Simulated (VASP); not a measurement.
Crystal: Cs2Ga.

```
Cs Ga
1.0
     6.71649    0.00000    0.00000
    -3.35824    5.81665    0.00000
     0.00000    0.00000    3.95572
Cs Ga
2 1
Direct
  0.33333 0.66667 0.50000
  0.66667 0.33333 0.50000
  0.00000 0.00000 0.00000
```

- Program: VASP 6.6.1
- Task: relaxation of cell and atoms
- Functional: PBE
- Potentials or basis: VASP PAW PBE potentials, release 64 (Cs_sv, Ga_d)
- Cutoff: 500 eV
- k mesh: 12 × 12 × 12
- Occupations: gaussian, width 0.1 eV
- Spin: no spin polarisation

At the start: pressure 0.1 GPa; volume 51.51 Å³/atom.

Where does the relaxation end?

Over 5 steps the energy falls by 3.3 meV/atom and the volume is 53.15 Å³/atom (+3.2 %); space group P6/mmm (No. 191, to 0.1 Å) before and after.

The path:
| step | energy change (eV) | largest force (eV/Å) | pressure (GPa) | volume (Å³) |
| --- | --- | --- | --- | --- |
| 1 | 0.0000 | 0.0000 | 0.10 | 154.54 |
| 2 | -0.0027 | 0.0000 | 0.09 | 155.23 |
| 3 | -0.0082 | 0.0000 | 0.04 | 157.29 |
| 4 | -0.0086 | 0.0000 | -0.03 | 161.28 |
| 5 | -0.0100 | 0.0000 | 0.00 | 159.44 |

Final structure:
```
Cs Ga
1.0
     6.66255    0.00000    0.00000
    -3.33127    5.76993    0.00000
     0.00000    0.00000    4.14756
Cs Ga
2 1
Direct
  0.33333 0.66667 0.50000
  0.66667 0.33333 0.50000
  0.00000 0.00000 0.00000
```
